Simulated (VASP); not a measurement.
# Si63O (a cell with a defect) in VASP: single point with PBEsol

Aim: the single point of Si63O (a cell with a defect) with PBEsol.

All numbers are computed with VASP 6.6.1; they aren't measurements. Logs are shortened: lines on timing, memory, paths and dates and some standing lists are left out, and cuts for length are marked.

## (1) The cell of the first run

The cell holds a defect, 64 atoms: a = 10.866 Å, b = 10.866 Å, c = 10.866 Å, α = 90.00°, β = 90.00°, γ = 90.00°.

## (2) Single point, PBEsol

Contents of INCAR:

```
ALGO = Normal
EDIFF = 1E-6
ENCUT = 520
GGA = PS
ISIF = 2
ISMEAR = -1
ISYM = 0
LASPH = T
LCHARG = F
LREAL = Auto
LWAVE = F
NBANDS = 167
NELM = 100
PREC = Accurate
SIGMA = 0.05
```

Contents of KPOINTS:

```
Automatic mesh
0
Gamma
  1 1 1
  0.25 0.25 0.25
```

Contents of POSCAR:

```
Si63O
1.0
   10.8655790000      0.0000000000      0.0000000000
    0.0000000000     10.8655790000      0.0000000000
    0.0000000000      0.0000000000     10.8655790000
Si O
63 1
Direct
    0.0000900000      0.9997120000      0.9995880000
    0.9998790000      0.9985810000      0.4995170000
    0.9991640000      0.5002590000      0.9986190000
    0.0001410000      0.4994470000      0.4994280000
    0.5000030000      0.9985630000      0.9992600000
    0.5001260000      0.9997890000      0.4996090000
    0.4999140000      0.4994520000      0.9996890000
    0.1251380000      0.1249680000      0.1246400000
    0.1226690000      0.1256660000      0.6254310000
    0.1304700000      0.6224400000      0.1299720000
    0.1274830000      0.6225700000      0.6248490000
    0.6259240000      0.1255790000      0.1221230000
    0.6276340000      0.1203240000      0.6271100000
    0.6253300000      0.6226000000      0.1270180000
    0.6059680000      0.6344390000      0.6054530000
    0.2507350000      0.2520980000      0.0018470000
    0.2502080000      0.2472100000      0.4989350000
    0.2495700000      0.7471310000      0.9992690000
    0.2496630000      0.7530890000      0.5029740000
    0.7496730000      0.2522750000      0.9976380000
    0.7495690000      0.2459770000      0.5002860000
    0.7503170000      0.7460970000      0.9998360000
    0.7505520000      0.7526490000      0.4972280000
    0.3761320000      0.3766220000      0.1282980000
    0.3865940000      0.3673380000      0.6138700000
    0.3741870000      0.8732070000      0.1236740000
    0.3726900000      0.8798240000      0.6277870000
    0.8726180000      0.3747040000      0.1276810000
    0.8720400000      0.3757210000      0.6228380000
    0.8759310000      0.8728720000      0.1233590000
    0.8769230000      0.8728250000      0.6255530000
    0.2488360000      0.9975060000      0.2482790000
    0.2467970000      0.0024290000      0.7524250000
    0.2641350000      0.5048400000      0.2636470000
    0.2598620000      0.4959160000      0.7409450000
    0.7528940000      0.0023710000      0.2463400000
    0.7522950000      0.9964470000      0.7517310000
    0.7415300000      0.4958990000      0.2592960000
    0.7340300000      0.5008290000      0.7335520000
    0.3737540000      0.1216840000      0.3732510000
    0.3738610000      0.1251840000      0.8769070000
    0.3945200000      0.6366930000      0.3940850000
    0.3753410000      0.6236150000      0.8732220000
    0.8774690000      0.1251210000      0.3733410000
    0.8754820000      0.1254950000      0.8750080000
    0.8737030000      0.6236430000      0.3748670000
    0.8682270000      0.6211700000      0.8677110000
    0.0023640000      0.2521030000      0.2502410000
    0.9981270000      0.2522710000      0.7492010000
    0.9997760000      0.7471460000      0.2490800000
    0.0003590000      0.7460960000      0.7498220000
    0.4994610000      0.2471580000      0.2496690000
    0.5008250000      0.2460160000      0.7490090000
    0.5033590000      0.7530810000      0.2491700000
    0.4976170000      0.7526120000      0.7499800000
    0.1287800000      0.3766440000      0.3756510000
    0.1282420000      0.3747250000      0.8720530000
    0.1242570000      0.8732120000      0.3736680000
    0.1238560000      0.8728730000      0.8754430000
    0.6144610000      0.3672620000      0.3859970000
    0.6233120000      0.3757330000      0.8715610000
    0.6282670000      0.8797180000      0.3722240000
    0.6260610000      0.8727910000      0.8762970000
    0.4993490000      0.5880700000      0.4998800000
```

Potentials or basis: VASP PAW PBE potentials, release 64 (Si, O).

Launch:

```
> cat potpaw_PBE.64/Si/POTCAR potpaw_PBE.64/O/POTCAR > POTCAR
> mpirun -np 1 vasp_std > vasp.out
```

OUTCAR:

```text
EDIFF = 1E-6
   ENCUT = 520
   GGA = PS
   ISIF = 2
   ISMEAR = -1
   ISYM = 0
   LASPH = T
   LREAL = Auto
   NELM = 100
   PREC = Accurate

 ion  position               nearest neighbor table
   1  0.000  1.000  1.000-  59 2.35  30 2.35  45 2.35   8 2.35
   2  1.000  0.999  0.500-  31 2.35  44 2.35  58 2.36   9 2.36
   3  0.999  0.500  0.999-  28 2.39  57 2.39  47 2.40  10 2.42
   4  0.000  0.499  0.499-  46 2.35  29 2.35  56 2.35  11 2.36
   5  0.500  0.999  0.999-  63 2.35  41 2.35  26 2.36  12 2.36
   6  0.500  1.000  0.500-  40 2.35  13 2.36  27 2.36  62 2.36
[... 16 lines left out ...]
  23  0.751  0.753  0.497-  15 2.35  62 2.35  46 2.35  31 2.35
  24  0.376  0.377  0.128-  52 2.35   7 2.35  16 2.36  34 2.36
  25  0.387  0.367  0.614-  53 2.33  17 2.34  35 2.40
  26  0.374  0.873  0.124-  32 2.35  54 2.35  18 2.35   5 2.36
  27  0.373  0.880  0.628-  33 2.34  55 2.35  19 2.35   6 2.36
  28  0.873  0.375  0.128-  48 2.35  20 2.36   3 2.39  38 2.41
  29  0.872  0.376  0.623-  21 2.35   4 2.35  39 2.35  49 2.36
  30  0.876  0.873  0.123-   1 2.35  50 2.35  36 2.36  22 2.36
  31  0.877  0.873  0.626-  37 2.35  51 2.35   2 2.35  23 2.35
[... 26 lines left out ...]
  58  0.124  0.873  0.374-  32 2.35  19 2.35  50 2.35   2 2.36
  59  0.124  0.873  0.875-   1 2.35  18 2.35  33 2.36  51 2.36
  60  0.614  0.367  0.386-  21 2.33  52 2.34  38 2.40
  61  0.623  0.376  0.872-  53 2.35   7 2.35  39 2.35  20 2.36
  62  0.628  0.880  0.372-  36 2.34  23 2.35  54 2.35   6 2.36
  63  0.626  0.873  0.876-  37 2.35  22 2.35   5 2.35  55 2.35
  64  0.499  0.588  0.500-  42 1.70  15 1.71

IMPORTANT INFORMATION: All symmetrisations will be switched off!
NOSYMM: (Re-)initialisation of all symmetry stuff for point group C_1.

----------------------------------------------------------------------------------------

                                     Primitive cell

  volume of cell :    1282.7990

  direct lattice vectors                    reciprocal lattice vectors
    10.865579000  0.000000000  0.000000000     0.092033752  0.000000000  0.000000000
     0.000000000 10.865579000  0.000000000     0.000000000  0.092033752  0.000000000
     0.000000000  0.000000000 10.865579000     0.000000000  0.000000000  0.092033752

  length of vectors
    10.865579000 10.865579000 10.865579000     0.092033752  0.092033752  0.092033752

  position of ions in fractional coordinates (direct lattice)
     0.000090000  0.999712000  0.999588000
     0.999879000  0.998581000  0.499517000
     0.999164000  0.500259000  0.998619000
     0.000141000  0.499447000  0.499428000
     0.500003000  0.998563000  0.999260000
     0.500126000  0.999789000  0.499609000
[... 56 lines left out ...]
     0.626061000  0.872791000  0.876297000
     0.499349000  0.588070000  0.499880000

  ion indices of the primitive-cell ions
[... 124 lines left out ...]
   POTIM  = 0.5000    time-step for ionic-motion
   TEBEG  =    0.0;   TEEND  =   0.0 temperature during run
   PSTRESS=    0.0 pullay stress
   NELECT =     258.0000    total number of electrons
   NUPDOWN=      -1.0000    fix difference up-down
   EMIN   =  10.00;   EMAX   =-10.00  energy-range for DOS
   EFERMI =   0.00;   METHOD = LEGACY
   ISMEAR =    -1;   SIGMA  =   0.05  broadening in eV -4-tet -1-fermi 0-gaus
   EFERMI_NEDOS =   21; number of points for ismear=-14 and -15
   IALGO  =     38    algorithm
   IMIX   =      4    mixing-type and parameters
     AMIX     =   0.40;   BMIX     =  1.00
     AMIX_MAG =   1.60;   BMIX_MAG =  1.00
  volume/ion in A,a.u.               =      20.04       135.26
  Fermi-wavevector in a.u.,A,eV,Ry     =   0.959169  1.812567 12.517434  0.920005
  Thomas-Fermi vector in A             =   2.088341
   LORBIT       =      0    0 simple, 1 ext, 2 COOP (PROOUT), +10 PAW based schemes
   GGA     = PS    functional components
   LHFCALC =     F    Hartree Fock is set to
   AEXX    =    0.0000 exact exchange contribution
   IVDW    =     0    specifies the selected vdW correction
   LEPSILON=     F    determine dielectric tensor
   LRPA    =     F    only Hartree local field effects (RPA)
 non-spin polarized calculation
  energy-cutoff  :      520.00
  volume of cell :     1282.80
 maximum number of plane-waves:     34484
 NGX is ok and might be reduce to    84
   NGX = 41   NGY = 41   NGZ = 41

 number of electron     258.0000001 magnetization

 Free energy of the ion-electron system (eV)
  ---------------------------------------------------
  ext. energy  EPLUGINS =         0.00000000
  ---------------------------------------------------
  free energy    TOTEN  =      -367.77702785 eV

  energy without entropy =     -367.76842756  energy(sigma->0) =     -367.77272770

 E-fermi :   5.6615     XC(G=0):  -9.5276

 val. band max:        5.4282740946   @ k =  -0.2500  -0.2500   0.2500
 cond. band min:       5.8699518082   @ k =  -0.2500   0.2500   0.2500
 fundamental gap:      0.4416777136
 Fermi energy:         5.6615342999

 k-point     1 :       0.2500    0.2500    0.2500
  band No.  band energies     occupation
      1     -14.6121      2.00000
      2      -6.0342      2.00000
      3      -5.5363      2.00000
      4      -5.5316      2.00000
      5      -5.4252      2.00000
      6      -5.0790      2.00000
[... 565 lines left out ...]
    140       7.4684      0.00000
    141       7.5298      0.00000
 [bands above 141 left out]

------------------------ aborting loop because EDIFF is reached ----------------------------------------

  FORCE on cell =-STRESS in cart. coord.  units (eV):
  Direction    XX          YY          ZZ          XY          YZ          ZX
  --------------------------------------------------------------------------------------
  -------------------------------------------------------------------------------------
  Total       -9.6831463      2.0948896     -9.6899706     -0.5992864     -0.5566956     -1.9010154
  in kB      -12.0939579      2.6164540    -12.1024812     -0.7484907     -0.6952960     -2.3743110
  external PRESSURE =      -7.1933284 kB  Pullay stress =       0.0000000 kB

 VOLUME and BASIS-vectors are now :
 -----------------------------------------------------------------------------
  energy-cutoff  :      520.00
  volume of cell :     1282.80
      direct lattice vectors                 reciprocal lattice vectors
    10.865579000  0.000000000  0.000000000     0.092033752  0.000000000  0.000000000
     0.000000000 10.865579000  0.000000000     0.000000000  0.092033752  0.000000000
     0.000000000  0.000000000 10.865579000     0.000000000  0.000000000  0.092033752

 POSITION                                       TOTAL-FORCE (eV/Angst)
 -----------------------------------------------------------------------------------
      0.00098     10.86245     10.86110         0.012626      0.022932      0.011358
     10.86426     10.85016      5.42754         0.049709      0.037558     -0.013361
     10.85650      5.43560     10.85057         0.068699     -0.052197      0.068311
      0.00153      5.42678      5.42657         0.030053      0.026541      0.021252
      5.43282     10.84997     10.85754        -0.005279      0.036451      0.049710
      5.43416     10.86329      5.42854         0.040472      0.000039      0.037013
[... 56 lines left out ...]
      6.80252      9.48338      9.52147         0.010020     -0.036626     -0.029308
      5.42572      6.38972      5.43149         0.046337      0.015139      0.023294
 -----------------------------------------------------------------------------------
    total drift:                               -0.002779     -0.017985     -0.023933

  FREE ENERGIE OF THE ION-ELECTRON SYSTEM (eV)
  ---------------------------------------------------
  free  energy   TOTEN  =      -367.7770278489 eV

  energy  without entropy=     -367.7684275597  energy(sigma->0) =     -367.77272770
```

It took 33 min on 1 thread of Intel Xeon Platinum 8488C (Sapphire Rapids), shared host; peak memory 1.4 GiB.

What came out:

```yaml
Free_energy: -367.7770 eV
Pressure: -0.7 GPa
Largest_force: 0.184 eV/Å
Band_gap_on_the_k_mesh: 0.44 eV
```

Forces on the atoms (eV/Å):
```
Si   0.013  0.023  0.011
Si   0.050  0.038 -0.013
Si   0.069 -0.052  0.068
Si   0.030  0.027  0.021
Si  -0.005  0.036  0.050
Si   0.040  0.000  0.037
Si   0.022  0.025  0.027
Si  -0.017  0.009 -0.014
Si  -0.002 -0.022  0.006
Si  -0.045 -0.031 -0.045
Si  -0.023 -0.007 -0.025
Si   0.004 -0.019  0.002
Si  -0.043 -0.008 -0.047
Si  -0.022 -0.007 -0.023
Si  -0.016  0.008  0.001
Si  -0.008  0.010  0.021
Si   0.065  0.014 -0.014
Si   0.020  0.027  0.014
Si  -0.020  0.038  0.017
Si   0.017  0.012  0.025
Si   0.036  0.009  0.028
Si   0.013  0.007  0.020
Si   0.023  0.017 -0.017
Si  -0.031  0.003 -0.020
Si   0.048 -0.036 -0.095
Si   0.004 -0.026 -0.033
Si  -0.020 -0.019 -0.022
Si  -0.049  0.083 -0.001
Si  -0.008 -0.045 -0.022
Si  -0.011 -0.021 -0.016
Si  -0.032 -0.035  0.014
Si   0.020  0.017  0.022
Si   0.010  0.016  0.009
Si   0.049 -0.078  0.048
Si  -0.054 -0.026  0.067
Si   0.010  0.016  0.009
Si   0.020  0.029  0.024
Si   0.062 -0.025 -0.052
Si   0.101  0.120  0.097
Si  -0.038 -0.005 -0.039
Si  -0.019  0.007 -0.027
Si  -0.093 -0.071 -0.082
Si  -0.005 -0.032 -0.034
Si  -0.032  0.007 -0.015
Si  -0.018 -0.035 -0.017
Si  -0.031 -0.032 -0.007
Si  -0.052 -0.023 -0.050
Si   0.021  0.009 -0.007
Si   0.024  0.014  0.017
Si   0.015  0.028  0.020
Si   0.018  0.006  0.017
Si  -0.013  0.014  0.062
Si   0.029  0.008  0.034
Si   0.032  0.029 -0.014
Si  -0.001  0.025  0.032
Si  -0.021  0.004 -0.032
Si  -0.002  0.082 -0.048
Si  -0.035 -0.029  0.008
Si  -0.015 -0.020 -0.010
Si  -0.096 -0.034  0.051
Si  -0.022 -0.044 -0.008
Si  -0.022 -0.015 -0.020
Si   0.010 -0.037 -0.029
O    0.046  0.015  0.023
```

Stress tensor (GPa, compression positive):
```
-1.21 -0.07 -0.24
-0.07  0.26 -0.07
-0.24 -0.07 -1.21
```

Caveat: the k points lie up to 0.58 Å⁻¹ apart; the PAW data sets were made with another functional, which shifts forces and pressure a little.
